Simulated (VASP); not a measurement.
A run of VASP 6.6.1 is set up as follows.

INCAR

```
ALGO = Fast ; EDIFF = 1E-6
ENCUT = 520 ; GGA = PS
ISIF = 2 ; ISMEAR = 0
LASPH = True ; LCHARG = False
LREAL = False ; LWAVE = False
NBANDS = 18 ; NELM = 80
PREC = Accurate ; SIGMA = 0.15
```

The input KPOINTS:

```
k-points
0
Gamma
  24 24 12
```

The input POSCAR:

```
Cu
1.0
    2.6481310199      0.0000000000      0.0000000000
   -1.3240655100      2.1945920917      0.0000000000
    0.0000000000      0.0000000000      4.1125710000
Cu
2
Direct
    0.3333333333      0.6666666667      0.2500000000
    0.6666666667      0.3333333333      0.7500000000
```

Potentials or basis: VASP PAW PBE potentials, release 64 (Cu).

The run is started by

```console
$ cat potpaw_PBE.64/Cu/POTCAR > POTCAR
$ mpirun -np 1 vasp_std > vasp.out
```

Problem. Estimate the band gap on the k mesh.

Solution. Zero (bands 11 and 12 overlap by 5.71 eV).

Problem. Predict the pressure.

Solution. -6.9 GPa.

Stress tensor (GPa, compression positive):
```
-10.65   0.00   0.00
  0.00  -6.48   0.00
  0.00   0.00  -3.70
```

Caveat: the cell differs from its parent crystal (strain +0.0450 x Voigt [1, 0, 0, 0, 0, 0]); the stress differs along the axes, from -11 to -4 GPa; the PAW data sets were made with another functional, which shifts forces and pressure a little.
